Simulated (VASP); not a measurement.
The system is MnS.

```
Mn S
1.0
     0.00000    2.61225    2.61225
     2.61225    0.00000    2.61225
     2.61225    2.61225    0.00000
Mn S
1 1
Direct
  0.00000 0.00000 0.00000
  0.50000 0.50000 0.50000
```

Base run:

```yaml
Program: VASP 6.6.1
Functional: PBE
Dispersion: D3(BJ)
Potentials_or_basis: VASP PAW PBE potentials, release 64 (Mn_pv, S)
Cutoff: 500 eV
k_mesh: 8 × 8 × 8
Occupations: gaussian, width 0.05 eV
Spin: collinear spin, ferromagnetic start
Starting_moments: "[4.63, 0.0] μB"
```

Its results: pressure -7.6 GPa; net moment 4.69 μB per cell; site moments Mn +4.25; S +0.10 μB.

**Question.** The run is repeated on the same cell with these changes: dispersion from D3(BJ) to none; moments at the start from [4.63, 0.0] to [5.0, 0.0]. What comes out?

**Answer.** Pressure -3.9 GPa; net moment 4.69 μB per cell; site moments Mn +4.25; S +0.10 μB.

Caveats: the cell stands under tension; a cell with one magnetic atom can't hold antiferromagnetic order, which such compounds often take; three body term missing (at least some runs).
